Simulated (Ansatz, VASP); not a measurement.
Given: the input of a run of Ansatz 0.2.0 on SiNi3.

File input.yaml:

```yaml
crystal:
  lattice:
    - [3.5886106083, 0.0, 0.0]
    - [0.0, 3.5886106083, 0.0]
    - [0.0, 0.0, 3.5886106083]
  atoms:
    - { symbol: Ni, position: [0.5, 0.5, 0.0], spin: 1.0 }
    - { symbol: Ni, position: [0.5, 0.0, 0.5], spin: 1.0 }
    - { symbol: Ni, position: [0.0, 0.5, 0.5], spin: 1.0 }
    - { symbol: Si, position: [0.0, 0.0, 0.0] }
hamiltonian:
  xc: r2scan
  pseudopotentials: { kind: paw }
magnetization:
  spin_polarized: true
kpoints:
  mp_grid: { grid: [8, 8, 8] }
scf:
  occupations: { method: fermi_dirac, width: 0.05 }
output:
  forces: true
  stress: true
  eigenvalues: true
```

Potentials or basis: Ansatz PAW.

The run is started by

```sh
$ ansatz run input.yaml --threads 2 --pin off --max-ram 5632MiB --backend cpu --events-out ev --progress --plain --runs-dir out
```

Task: Translate it to VASP 6.6.1. Potentials there: VASP PAW PBE potentials, release 64 (Ni, Si).

Result: As run (the cutoff follows the program's own potentials):

POSCAR

```
SiNi3
1.0
    3.5886106083      0.0000000000      0.0000000000
    0.0000000000      3.5886106083      0.0000000000
    0.0000000000      0.0000000000      3.5886106083
Ni Si
3 1
Direct
    0.5000000000      0.5000000000      0.0000000000
    0.5000000000      0.0000000000      0.5000000000
    0.0000000000      0.5000000000      0.5000000000
    0.0000000000      0.0000000000      0.0000000000
```

INCAR.step1

```
SYSTEM = SiNi3
PREC = Accurate ; ENCUT = 520
ISMEAR = -1 ; SIGMA = 0.05
LREAL = .FALSE. ; LASPH = .TRUE.
NELM = 150 ; ISPIN = 2
MAGMOM = 1 1 1 0 ; LMAXMIX = 4
NBANDS = 29 ; GGA = PE
ALGO = Normal ; EDIFF = 1E-4
LWAVE = .TRUE. ; LCHARG = .FALSE.
```

INCAR.step2

```
SYSTEM = SiNi3
PREC = Accurate ; ENCUT = 520
EDIFF = 1E-6 ; ISMEAR = -1
SIGMA = 0.05 ; LREAL = .FALSE.
LASPH = .TRUE. ; NELM = 150
ALGO = Normal ; ISIF = 2
LWAVE = .FALSE. ; LCHARG = .FALSE.
ISPIN = 2 ; MAGMOM = 1 1 1 0
LORBIT = 11 ; LMAXMIX = 4
METAGGA = R2SCAN ; LMIXTAU = .TRUE.
NBANDS = 29 ; ISTART = 1
```

Contents of KPOINTS:

```
Automatic mesh
0
G
  8 8 8
  0 0 0
```

Potentials or basis: VASP PAW PBE potentials, release 64 (Ni, Si).

Run with:

```console
$ cat potpaw_PBE.64/Ni/POTCAR potpaw_PBE.64/Si/POTCAR > POTCAR
$ cp INCAR.step1 INCAR
$ mpirun -np 1 vasp_std > vasp.out
$ cp INCAR.step2 INCAR
$ mpirun -np 1 vasp_std > vasp.out
```

Both were run:

|  | VASP | Ansatz | Ansatz less VASP |
| --- | --- | --- | --- |
| gap on the k mesh at the Fermi level (eV) | none | none | - |
| pressure (GPa) | -19.3 | -19.6 | -0.35 |
| net moment per atom (μB) | 0.00 | 0.05 | +0.046 |
| size of the moment on the site where the two differ most (μB) | 0.00 | 0.08 | +0.076 |

VASP's potentials were made for PBE, not for r2SCAN. Site moments also hang on the region over which each program counts them. A gap of «none» marks a metal or a gap that the smearing closes. VASP's potentials hold 34 valence electrons a cell and Ansatz's 58, so a difference there can come from the potentials and not from the codes.

Noted on Ansatz's run: the magnetic or orbital state may not be the lowest.
